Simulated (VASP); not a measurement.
Input of a VASP 6.6.1 run:

Contents of POSCAR:

```
NiAu3
1.0
    4.0281680000      0.0000000000      0.0000000000
    0.0000000000      4.0281680000      0.0000000000
    0.0000000000      0.0000000000      4.0281680000
Au Ni
3 1
Direct
    0.5000000000      0.5000000000      0.0000000000
    0.0000000000      0.5000000000      0.5000000000
    0.5000000000      0.0000000000      0.5000000000
    0.0000000000      0.0000000000      0.0000000000
```

The input INCAR.step1:

```
SYSTEM = NiAu3
PREC = Accurate
ENCUT = 660
ISMEAR = -1
SIGMA = 0.05
LREAL = .False.
LASPH = .True.
NELM = 200
ISPIN = 2
MAGMOM = 0 0 0 1
LMAXMIX = 4
NBANDS = 34
GGA = PE
ALGO = Normal
EDIFF = 1E-5
LWAVE = .True.
LCHARG = .False.
GGA_COMPAT = .False.
```

Contents of INCAR.step2:

```
SYSTEM = NiAu3
PREC = Accurate
ENCUT = 660
EDIFF = 1E-6
ISMEAR = -1
SIGMA = 0.05
LREAL = .False.
LASPH = .True.
NELM = 200
ALGO = Normal
ISIF = 2
LWAVE = .False.
LCHARG = .False.
ISPIN = 2
MAGMOM = 0 0 0 1
LORBIT = 11
LMAXMIX = 4
METAGGA = R2SCAN
LMIXTAU = .True.
NBANDS = 34
ISTART = 1
GGA_COMPAT = .False.
```

KPOINTS

```
Automatic mesh
0
Gamma
  7 7 7
  0 0 0
```

Potentials or basis: VASP PAW PBE potentials, release 64 (Au, Ni).

Launch:

```sh
$ cat potpaw_PBE.64/Au/POTCAR potpaw_PBE.64/Ni/POTCAR > POTCAR
$ cp INCAR.step1 INCAR
$ mpirun -np 1 vasp_std > vasp.out
$ cp INCAR.step2 INCAR
$ mpirun -np 1 vasp_std > vasp.out
```

Q: Predict the pressure.

A: -4.8 GPa.

Q: Estimate the net moment.

A: 0.00 μB per cell.

Caveat: the cell stands under tension; the moments typed at the start vanished in this run; the PAW data sets were made with another functional, which shifts forces and pressure a little.
